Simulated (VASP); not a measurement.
Write the native input for VASP 6.6.1 that does the following.

| Property | Result |
| --- | --- |
| Task | single point |
| Functional | PBE |
| Dispersion | D3(BJ) |
| Potentials or basis | VASP PAW PBE potentials, release 64 (Sn_d, O) |
| Cutoff | 520 eV |
| k mesh | 10 × 10 × 4 |
| Occupations | gaussian, width 0.02 eV |
| Spin | no spin polarisation |
| Dipole correction | no |
| Further INCAR settings | ALGO = Normal; EDIFF = 1e-06; NBANDS = 50 |

The structure of SnO lies in POSCAR:

```
SnO
1.0
    2.7131243547     -2.7131038094      0.0000000000
    2.7131243547      2.7131038094      0.0000000000
    0.0000000000      0.0000000000      9.5271434185
Sn O
4 4
Direct
    0.7500095881      0.2499904119      0.8716241891
    0.2499904119      0.7500095881      0.1283758109
    0.7499904119      0.2500095881      0.3716241891
    0.2500095881      0.7499904119      0.6283758109
    0.2500040703      0.2499959297      0.2500000000
    0.7499959297      0.7500040703      0.7500000000
    0.2499959297      0.2500040703      0.7500000000
    0.7500040703      0.7499959297      0.2500000000
```

The input as run:

INCAR

```
SYSTEM = SnO
ALGO     = Normal         ! electronic algorithm
EDIFF    = 1E-6           ! SCF threshold, eV
ENCUT    = 520            ! plane-wave cutoff, eV
GGA      = PE             ! functional
ISIF     = 2              ! what is computed and relaxed
ISMEAR   = 0              ! smearing method
IVDW     = 12             ! dispersion correction
LASPH    = .True.         ! aspherical terms in the spheres
LCHARG   = .False.        ! write CHGCAR
LREAL    = .False.        ! projectors in reciprocal space
LWAVE    = .False.        ! write WAVECAR
NBANDS   = 50             ! bands
NELM     = 100            ! most SCF steps
PREC     = Accurate       ! precision mode
SIGMA    = 0.02           ! smearing width, eV
```

KPOINTS

```
k-points
0
Gamma
  10 10 4
  0 0 0
```

Potentials or basis: VASP PAW PBE potentials, release 64 (Sn_d, O).

The run is started by

```console
$ cat potpaw_PBE.64/Sn_d/POTCAR potpaw_PBE.64/O/POTCAR > POTCAR
$ mpirun -np 1 vasp_std > vasp.out
```

It gave:

```yaml
Pressure: 0.2 GPa
Largest_force: 0.078 eV/Å
Dispersion_energy_per_atom: -0.235 eV
```

It took 18 min on 1 thread of Intel Xeon 8259CL, on a shared host, peak memory 0.57 GiB.
